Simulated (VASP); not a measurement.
# Al (Fm-3m) in VASP: notebook

Al is run at these levels: PBEsol+D4, PBE+D4, revPBE+D3(BJ); tasks: relaxation of cell and atoms, single point.

Everything below comes from runs of VASP 6.6.1. Logs are shortened: lines on timing, memory, paths and dates and some standing lists are left out, and cuts for length are marked.

### Step 1. The cell of the first run

The structure is cubic, space group Fm-3m (No. 225). Conventional cell: a = 4.050 Å, b = 4.050 Å, c = 4.050 Å, α = 90.00°, β = 90.00°, γ = 90.00°. Within 3.8 Å of Al (site symmetry m-3m) lie 12 Al at 2.86 Å.

### Step 2. Relaxation of cell and atoms, PBEsol+D4

Contents of INCAR:

```
PREC = Accurate
ENCUT = 600
EDIFF = 1E-6
ISMEAR = -1
SIGMA = 0.05
LREAL = False
LASPH = True
NELM = 60
ALGO = Normal
ISIF = 3
LWAVE = False
LCHARG = False
GGA = PS
IVDW = 13
IBRION = 2
NSW = 80
EDIFFG = -0.02
```

Contents of KPOINTS:

```
regular mesh
0
Gamma
  11 11 11
```

Contents of POSCAR:

```
Al
1.0
    0.0000000000      2.0248050000      2.0248050000
    2.0248050000      0.0000000000      2.0248050000
    2.0248050000      2.0248050000      0.0000000000
Al
1
Direct
    0.0000000000      0.0000000000      0.0000000000
```

Potentials or basis: VASP PAW PBE potentials, release 64 (Al).

Command:

```bash
> cat potpaw_PBE.64/Al/POTCAR > POTCAR
> mpirun -np 1 vasp_std > vasp.out
```

OUTCAR:

```text
PREC = Accurate
   ENCUT = 600
   EDIFF = 1E-6
   ISMEAR = -1
   LREAL = False
   LASPH = True
   NELM = 60
   ISIF = 3
   GGA = PS
   IVDW = 13
   IBRION = 2
   NSW = 80
   EDIFFG = -0.02

 ion  position               nearest neighbor table
   1  0.000  0.000  0.000-

  LATTYP: Found a face centered cubic cell.
 ALAT       =     4.0496100000

  Lattice vectors:

 A1 = (   0.0000000000,   2.0248050000,   2.0248050000)
 A2 = (   2.0248050000,   0.0000000000,   2.0248050000)
 A3 = (   2.0248050000,   2.0248050000,   0.0000000000)

Analysis of symmetry for initial positions (statically):
=====================================================================
 Subroutine PRICEL returns:
 Original cell was already a primitive cell.

 Routine SETGRP: Setting up the symmetry group for a
 face centered cubic supercell.

 Subroutine GETGRP returns: Found 48 space group operations
[... 9 lines left out ...]

 Routine SETGRP: Setting up the symmetry group for a
 face centered cubic supercell.

 Subroutine GETGRP returns: Found 48 space group operations
 (whereof 48 operations were pure point group operations)
 out of a pool of 48 trial point group operations.

The dynamic configuration has the point symmetry O_h .

 Subroutine INISYM returns: Found 48 space group operations
 (whereof 48 operations are pure point group operations),
 and found     1 'primitive' translations

----------------------------------------------------------------------------------------

                                     Primitive cell

  volume of cell :      16.6027

  direct lattice vectors                    reciprocal lattice vectors
     0.000000000  2.024805000  2.024805000    -0.246937359  0.246937359  0.246937359
     2.024805000  0.000000000  2.024805000     0.246937359 -0.246937359  0.246937359
     2.024805000  2.024805000  0.000000000     0.246937359  0.246937359 -0.246937359

  length of vectors
     2.863506692  2.863506692  2.863506692     0.427708053  0.427708053  0.427708053

  position of ions in fractional coordinates (direct lattice)
     0.000000000  0.000000000  0.000000000

  ion indices of the primitive-cell ions
   primitive index   ion index
                 1           1

----------------------------------------------------------------------------------------

 KPOINTS: regular mesh

Automatic generation of k-mesh.
 Grid dimensions read from file:
 generate k-points for:   11   11   11

 Generating k-lattice:

  Cartesian coordinates                     Fractional coordinates (reciprocal lattice)
    -0.022448851  0.022448851  0.022448851     0.090909091  0.000000000  0.000000000
     0.022448851 -0.022448851  0.022448851     0.000000000  0.090909091  0.000000000
     0.022448851  0.022448851 -0.022448851     0.000000000  0.000000000  0.090909091

  Length of vectors
     0.038882550  0.038882550  0.038882550

  Shift w.r.t. Gamma in fractional coordinates (k-lattice)
     0.000000000  0.000000000  0.000000000

 Subroutine IBZKPT returns following result:
 ===========================================

 Found     56 irreducible k-points:

 Following reciprocal coordinates:
            Coordinates               Weight
  0.000000  0.000000  0.000000      1.000000
  0.090909  0.000000  0.000000      8.000000
  0.181818  0.000000  0.000000      8.000000
  0.272727  0.000000  0.000000      8.000000
  0.363636  0.000000  0.000000      8.000000
  0.454545  0.000000  0.000000      8.000000
[... 16 lines left out ...]
 -0.272727  0.181818  0.000000     24.000000
 -0.181818  0.181818  0.000000     12.000000
 [... further k-points ...]
   k-points           NKPTS =     56   k-points in BZ     NKDIM =     56   number of bands    NBANDS=      5
   number of dos      NEDOS =    301   number of ions     NIONS =      1
   total plane-waves  NPLWV =  13824
   dimension x,y,z NGX =    24 NGY =   24 NGZ =   24
   dimension x,y,z NGXF=    48 NGYF=   48 NGZF=   48
   ions per type =               1
   NGX,Y,Z   is equivalent  to a cutoff of  13.93, 13.93, 13.93 a.u.
   NGXF,Y,Z  is equivalent  to a cutoff of  27.87, 27.87, 27.87 a.u.
 SYSTEM =  unknown system
   PREC   = accura    normal or accurate (medium, high low for compatibility)
   ISTART =      0    job   : 0-new  1-cont  2-samecut
   ICHARG =      2    charge: 1-file 2-atom 10-const
   ISPIN  =      1    spin polarized calculation?
   LNONCOLLINEAR =      F non collinear calculations
   LSORBIT =      F    spin-orbit coupling
   LASPH  =      T    aspherical Exc in radial PAW
   ENCUT  =  600.0 eV  44.10 Ry    6.64 a.u.   5.72  5.72  5.72*2*pi/ulx,y,z
   NELM   =     60;   NELMIN=  2; NELMDL= -5     # of ELM steps
   EDIFF  = 0.1E-05   stopping-criterion for ELM
   LREAL  =      F    real-space projection
   EDIFFG = -.2E-01   stopping-criterion for IOM
   NSW    =     80    number of steps for IOM
   IBRION =      2    ionic relax: 0-MD 1-quasi-New 2-CG
   NFREE  =      1    steps in history (QN), initial steepest desc. (CG)
   ISIF   =      3    stress and relaxation
   ISYM   =      2    0-nonsym 1-usesym 2-fastsym
   POTIM  = 0.5000    time-step for ionic-motion
   TEBEG  =    0.0;   TEEND  =   0.0 temperature during run
   PSTRESS=    0.0 pullay stress
   NELECT =       3.0000    total number of electrons
   NUPDOWN=      -1.0000    fix difference up-down
   EMIN   =  10.00;   EMAX   =-10.00  energy-range for DOS
   EFERMI =   0.00;   METHOD = LEGACY
   ISMEAR =    -1;   SIGMA  =   0.05  broadening in eV -4-tet -1-fermi 0-gaus
   EFERMI_NEDOS =   21; number of points for ismear=-14 and -15
   IALGO  =     38    algorithm
   IMIX   =      4    mixing-type and parameters
     AMIX     =   0.40;   BMIX     =  1.00
     AMIX_MAG =   1.60;   BMIX_MAG =  1.00
  volume/ion in A,a.u.               =      16.60       112.04
  Fermi-wavevector in a.u.,A,eV,Ry     =   0.925526  1.748991 11.654733  0.856599
  Thomas-Fermi vector in A             =   2.051390
   LORBIT       =      0    0 simple, 1 ext, 2 COOP (PROOUT), +10 PAW based schemes
   GGA     = PS    functional components
   LHFCALC =     F    Hartree Fock is set to
   AEXX    =    0.0000 exact exchange contribution
   IVDW    =    13    specifies the selected vdW correction
   LEPSILON=     F    determine dielectric tensor
   LRPA    =     F    only Hartree local field effects (RPA)
 conjugate gradient relaxation of ions
 non-spin polarized calculation
  energy-cutoff  :      600.00
  volume of cell :       16.60
 maximum number of plane-waves:       564
   NGX = 11   NGY = 11   NGZ = 11

--------------------------------------- Ionic step        1  -------------------------------------------

 number of electron       3.0000000 magnetization

 Free energy of the ion-electron system (eV)
  ---------------------------------------------------
  ext. energy  EPLUGINS =         0.00000000
  ---------------------------------------------------
  free energy    TOTEN  =        -4.09962339 eV

  energy without entropy =       -4.09562677  energy(sigma->0) =       -4.09762508

------------------------ aborting loop because EDIFF is reached ----------------------------------------

  DFT-D4 for vdW energy calculation

  Edisp (eV):   -0.19888

  FORCE on cell =-STRESS in cart. coord.  units (eV):
  Direction    XX          YY          ZZ          XY          YZ          ZX
  --------------------------------------------------------------------------------------
  -------------------------------------------------------------------------------------
  Total      -0.38304    -0.38304    -0.38304    -0.00000    -0.00000     0.00000
  in kB     -36.96382   -36.96382   -36.96382    -0.00000    -0.00000     0.00000
  external pressure =      -36.96 kB  Pullay stress =        0.00 kB
[... 59 lines left out ...]
  energy  without entropy=       -4.3032460657  energy(sigma->0) =       -4.30518336

--------------------------------------- Ionic step        3  -------------------------------------------

 number of electron       3.0000000 magnetization

 Free energy of the ion-electron system (eV)
  ---------------------------------------------------
  ext. energy  EPLUGINS =         0.00000000
  ---------------------------------------------------
  free energy    TOTEN  =        -4.09971926 eV

  energy without entropy =       -4.09582377  energy(sigma->0) =       -4.09777151

 E-fermi :   8.3720     XC(G=0): -10.4040

 val. band max:        8.3383044445   @ k =  -0.4545   0.3636   0.0000
 cond. band min:       8.4041646472   @ k =   0.4545   0.1818   0.0909
 fundamental gap:      0.0658602027
 Fermi energy:         8.3720142371

 k-point     1 :       0.0000    0.0000    0.0000
  band No.  band energies     occupation
      1      -3.0362      2.00000
      2      21.1918      0.00000
      3      21.1918      0.00000
      4      21.1918      0.00000
      5      22.9926      0.00000

 k-point     2 :       0.0909    0.0000    0.0000
  band No.  band energies     occupation
      1      -2.8056      2.00000
      2      18.2773      0.00000
      3      20.6070      0.00000
      4      20.6070      0.00000
      5      23.5697      0.00000
[... 169 lines left out ...]
 k-point    24 :      -0.1818    0.1818    0.0000
  band No.  band energies     occupation
      1      -0.5971      2.00000
      2      12.2522      0.00000
      3      13.8284      0.00000
      4      20.5567      0.00000
      5      22.6152      0.00000

 [... further k-points ...]

------------------------ aborting loop because EDIFF is reached ----------------------------------------

  DFT-D4 for vdW energy calculation

  Edisp (eV):   -0.20781

  FORCE on cell =-STRESS in cart. coord.  units (eV):
  Direction    XX          YY          ZZ          XY          YZ          ZX
  --------------------------------------------------------------------------------------
  -------------------------------------------------------------------------------------
  Total       0.00095     0.00095     0.00095    -0.00000     0.00000     0.00000
  in kB       0.09566     0.09566     0.09566    -0.00000     0.00000     0.00000
  external pressure =        0.10 kB  Pullay stress =        0.00 kB
[... 16 lines left out ...]
  FREE ENERGIE OF THE ION-ELECTRON SYSTEM (eV)
  ---------------------------------------------------
  free  energy   TOTEN  =        -4.3075262841 eV

  energy  without entropy=       -4.3036307990  energy(sigma->0) =       -4.30557854

 reached required accuracy - stopping structural energy minimisation
```

Wall time 8.6 s (1 thread of Intel Xeon Platinum 8488C (Sapphire Rapids), shared host); peak memory 0.13 GiB.

What came out:

| Property | Result |
| --- | --- |
| Free energy | -4.3075 eV |
| Relaxed volume | 15.85 Å³/atom |
| Relaxed cell | a = 2.820 Å, b = 2.820 Å, c = 2.820 Å, α = 60.00°, β = 60.00°, γ = 60.00° |
| Space group after relaxing (to 0.05 Å) | Fm-3m (No. 225) |
| Energy gained by relaxing | 9.0 meV/atom |
| Ionic steps | 3 |
| Pressure after relaxing | 0.0 GPa |
| Dispersion energy per atom | -0.208 eV |

The path:
```tsv
step	energy change (eV)	largest force (eV/Å)	pressure (GPa)	volume (Å³)
1	0.0000	0.0000	-3.70	16.60
2	-0.0086	0.0000	0.88	15.70
3	-0.0090	0.0000	0.01	15.85
```

Final structure:
```cif
data_structure
_symmetry_space_group_name_H-M 'P 1'
_symmetry_Int_Tables_number 1
_cell_length_a 2.8196
_cell_length_b 2.8196
_cell_length_c 2.8196
_cell_angle_alpha 60.000
_cell_angle_beta 60.000
_cell_angle_gamma 60.000
_cell_volume 15.85
loop_
_atom_site_label
_atom_site_type_symbol
_atom_site_fract_x
_atom_site_fract_y
_atom_site_fract_z
_atom_site_occupancy
Al1 Al 0.00000 0.00000 0.00000 1
```

Caveat: the PAW data sets were made with another functional, which shifts forces and pressure a little; pairwise dispersion overbinds metals, which lowers pressure and volume.

### Step 3. Single point, PBE+D4 (volume scaled by 0.88)

Contents of INCAR:

```
SYSTEM = Al
PREC     = Accurate       ! precision mode
ENCUT    = 520            ! plane-wave cutoff, eV
EDIFF    = 1E-6           ! SCF threshold, eV
ISMEAR   = 0              ! smearing method
SIGMA    = 0.025          ! smearing width, eV
LREAL    = .False.        ! projectors in reciprocal space
LASPH    = .True.         ! aspherical terms in the spheres
NELM     = 60             ! most SCF steps
ALGO     = Normal         ! electronic algorithm
ISIF     = 2              ! what is computed and relaxed
LWAVE    = .False.        ! write WAVECAR
LCHARG   = .False.        ! write CHGCAR
GGA      = PE             ! functional
IVDW     = 13             ! dispersion correction
NBANDS   = 8              ! bands
```

Contents of KPOINTS:

```
Automatic mesh
0
Gamma
  11 11 11
  0 0 0
```

Contents of POSCAR:

```
Al
1.0
    0.0000000000      1.9931922184      1.9931922184
    1.9931922184      0.0000000000      1.9931922184
    1.9931922184      1.9931922184      0.0000000000
Al
1
Direct
    0.0000000000      0.0000000000      0.0000000000
```

Potentials or basis: VASP PAW PBE potentials, release 64 (Al).

Command:

```bash
> cat potpaw_PBE.64/Al/POTCAR > POTCAR
> mpirun -np 1 vasp_std > vasp.out
```

Wall time 4.3 s (1 thread of Intel Xeon 6975P-C (Granite Rapids), shared host); peak memory 0.13 GiB.

It converged, with:

```
Free energy                : -4.1037 eV
Pressure                   : 0.0 GPa
Dispersion energy per atom : -0.358 eV
```

Levels at points of the mesh, in eV from the Fermi level:
| k point | band 1 | band 2 | band 3 | band 4 | band 5 | band 6 |
| --- | --- | --- | --- | --- | --- | --- |
| (0.00, 0.00, 0.00) | -11.44 | 12.83 | 12.83 | 12.83 | 14.64 | 14.64 |

Caveat: the cell differs from its parent crystal (volume scaled by 0.88); pairwise dispersion overbinds metals, which lowers pressure and volume.

### Step 4. Relaxation of cell and atoms, PBE+D4 (volume scaled by 0.88)

Contents of INCAR:

```
SYSTEM = Al
PREC = Accurate
ENCUT = 600
EDIFF = 1E-7
ISMEAR = 0
SIGMA = 0.025
LREAL = .FALSE.
LASPH = .TRUE.
NELM = 60
ALGO = Normal
ISIF = 3
LWAVE = .FALSE.
LCHARG = .FALSE.
GGA = PE
IVDW = 13
IBRION = 2
NSW = 60
EDIFFG = -0.01
```

Contents of KPOINTS:

```
Automatic mesh
0
G
  11 11 11
  0 0 0
```

Contents of POSCAR:

```
Al
1.0
    0.0000000000      1.9403381767      1.9403381767
    1.9403381767      0.0000000000      1.9403381767
    1.9403381767      1.9403381767      0.0000000000
Al
1
Direct
    0.0000000000      0.0000000000      0.0000000000
```

Command:

```bash
> cat potpaw_PBE.64/Al/POTCAR > POTCAR
> mpirun -np 1 vasp_std > vasp.out
```

It took 5.9 s on 1 thread of Intel Xeon 6975P-C (Granite Rapids), shared host; peak memory 0.14 GiB.

It converged, with:

| Quantity | Value |
| --- | --- |
| Free energy | -4.1038 eV |
| Relaxed volume | 15.84 Å³/atom |
| Relaxed cell | a = 2.819 Å, b = 2.819 Å, c = 2.819 Å, α = 60.00°, β = 60.00°, γ = 60.00° |
| Space group after relaxing (to 0.05 Å) | Fm-3m (No. 225) |
| Energy gained by relaxing | 30.5 meV/atom |
| Ionic steps | 3 |
| Pressure after relaxing | 0.0 GPa |
| Dispersion energy per atom | -0.358 eV |

The path:
```csv
step,energy change (eV),largest force (eV/Å),pressure (GPa),volume (Å³)
1,0.0000,0.0000,8.56,14.61
2,-0.0266,0.0000,-2.46,16.32
3,-0.0305,0.0000,0.02,15.84
```

Final structure:
```cif
data_structure
_symmetry_space_group_name_H-M 'P 1'
_symmetry_Int_Tables_number 1
_cell_length_a 2.8187
_cell_length_b 2.8187
_cell_length_c 2.8187
_cell_angle_alpha 60.000
_cell_angle_beta 60.000
_cell_angle_gamma 60.000
_cell_volume 15.84
loop_
_atom_site_label
_atom_site_type_symbol
_atom_site_fract_x
_atom_site_fract_y
_atom_site_fract_z
_atom_site_occupancy
Al1 Al 0.00000 0.00000 0.00000 1
```

Levels at points of the mesh, in eV from the Fermi level:
```csv
k point,band 1,band 2,band 3,band 4,band 5
"(0.00, 0.00, 0.00)",-11.44,12.83,12.83,12.83,14.64
```

Caveat: the cell differs from its parent crystal (volume scaled by 0.88); pairwise dispersion overbinds metals, which lowers pressure and volume.

[end of part 1 of 2]
